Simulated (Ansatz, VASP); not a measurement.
**KF: VASP beside Ansatz**

The input POSCAR:

```
KF
1.0
    4.4847157351      0.0000000000      0.0000000000
   -2.2423578675      3.8838777553      0.0000000000
    0.0000000000      0.0000000000      5.3302108128
K F
2 2
Direct
    0.3333333333      0.6666666667      0.2500000000
    0.6666666667      0.3333333333      0.7500000000
    0.6666666667      0.3333333333      0.2500000000
    0.3333333333      0.6666666667      0.7500000000
```

Contents of INCAR.step1:

```
PREC = Accurate
ENCUT = 520
ISMEAR = 0
SIGMA = 0.01
LREAL = False
LASPH = True
NELM = 100
NBANDS = 24
GGA = PE
ALGO = Normal
EDIFF = 1E-4
LWAVE = True
LCHARG = False
```

The input INCAR.step2:

```
PREC = Accurate
ENCUT = 520
EDIFF = 1E-6
ISMEAR = 0
SIGMA = 0.01
LREAL = False
LASPH = True
NELM = 100
ALGO = Normal
ISIF = 2
LWAVE = False
LCHARG = False
METAGGA = R2SCAN
LMIXTAU = True
NBANDS = 24
ISTART = 1
```

KPOINTS

```
regular mesh
0
Gamma
  6 6 6
```

Input for Ansatz:

```yaml
crystal:
  lattice:
    - [4.4847157351, 0.0, 0.0]
    - [-2.2423578675, 3.8838777553, 0.0]
    - [0.0, 0.0, 5.3302108128]
  atoms:
    - { symbol: K, position: [0.3333333333, 0.6666666667, 0.25] }
    - { symbol: K, position: [0.6666666667, 0.3333333333, 0.75] }
    - { symbol: F, position: [0.6666666667, 0.3333333333, 0.25] }
    - { symbol: F, position: [0.3333333333, 0.6666666667, 0.75] }
kpoints:
  mp_grid: { grid: [6, 6, 6] }
  band_path:
    path:
      - [0.0, 0.0, 0.0]
      - [0.5, 0.0, 0.0]
      - [0.3333333333, 0.3333333333, 0.0]
      - [0.0, 0.0, 0.5]
      - [0.5, 0.0, 0.5]
      - [0.3333333333, 0.3333333333, 0.5]
    npoints: 1
hamiltonian:
  xc: r2scan
scf:
  occupations: { method: fixed }
  n_extra_bands: 5
output:
  forces: true
  stress: true
  eigenvalues: true
```

Change from the starting cell: uniaxial_z strain +1.1%.

Alike in both runs: task single point; functional r2SCAN; k mesh 6 × 6 × 6; no spin polarisation.

|  | VASP | Ansatz |
| --- | --- | --- |
| version | VASP 6.6.1 | Ansatz 0.2.0 |
| potentials or method | VASP PAW PBE potentials, release 64 (K_sv, F) | plane waves, PAW |
| plane-wave cutoff (eV) | 520 | 500 |
| occupations | gaussian, width 0.01 eV | fixed |
| valence electrons in the cell | 32 | 32 |

|  | VASP | Ansatz | Ansatz less VASP |
| --- | --- | --- | --- |
| gap on the k mesh at the Fermi level (eV) | 5.94 | 5.94 | +0.006 |
| pressure (GPa) | -0.3 | -0.3 | +0.02 |
| traceless stress, the component that is largest in VASP (GPa) | -0.37 | -0.37 | +0.002 |

VASP's potentials were made for PBE, not for r2SCAN.
